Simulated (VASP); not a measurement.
Wanted: the native input for a VASP 6.6.1 run.

| Item | Value |
| --- | --- |
| Task | relaxation of cell and atoms |
| Functional | PBE |
| Potentials or basis | VASP PAW PBE potentials, release 64 (Sn_d, Se) |
| Cutoff | 500 eV |
| k mesh | 12 × 12 × 8 |
| Occupations | gaussian, width 0.02 eV |
| Spin | no spin polarisation |
| Dipole correction | no |
| Further INCAR settings | ALGO = Normal; EDIFF = 1e-07; IBRION = 2; EDIFFG = -0.002; NSW = 80; ISIF = 3 |

The structure of SnSe2 lies in POSCAR:

```
SnSe2
1.0
    3.8110000000      0.0000000000      0.0000000000
   -1.9055000000      3.3004228138      0.0000000000
    0.0000000000      0.0000000000      6.1370000000
Sn Se
1 2
Direct
    0.0000000000      0.0000000000      0.0000000000
    0.3333333333      0.6666666667      0.2500000000
    0.6666666667      0.3333333333      0.7500000000
```

One way to write it, as run:

INCAR

```
  ALGO = Normal
  EDIFF = 1E-7
  EDIFFG = -0.002
  ENCUT = 500
  GGA = PE
  GGA_COMPAT = F
  IBRION = 2
  ISIF = 3
  ISMEAR = 0
  LASPH = T
  LCHARG = F
  LREAL = F
  LWAVE = F
  NELM = 120
  NELMIN = 4
  NSW = 80
  PREC = Accurate
  SIGMA = 0.02
```

KPOINTS

```
k-points
0
Gamma
  12 12 8
```

Potentials or basis: VASP PAW PBE potentials, release 64 (Sn_d, Se).

The run is started by

```bash
$ cat potpaw_PBE.64/Sn_d/POTCAR potpaw_PBE.64/Se/POTCAR > POTCAR
$ mpirun -np 1 vasp_std > vasp.out
```

It gave:

| Property | Result |
| --- | --- |
| Relaxed volume | 29.93 Å³/atom |
| Relaxed cell | a = 3.873 Å, b = 3.873 Å, c = 6.910 Å, α = 90.00°, β = 90.00°, γ = 120.00° |
| Space group after relaxing (to 0.1 Å) | P-3m1 (No. 164) |
| Energy gained by relaxing | 38.3 meV/atom |
| Ionic steps | 25 |
| Pressure after relaxing | 0.0 GPa |
| Band gap on the k mesh | 0.68 eV (least direct gap 1.07 eV) |

Caveat: the volume moved by over 15 % at a fixed basis, so the end points are rough; semilocal functionals underestimate gaps, and a narrow one can read as zero; spin-orbit coupling is left out, which moves the levels of the heavy elements; this functional lacks dispersion, which binds layers or chains, so the pressure and a relaxed spacing across them are unreliable.

Wall time 32 min on 1 thread of Oxide Virtual Turin-like Processor, with other jobs on the host, peak memory 0.29 GiB.
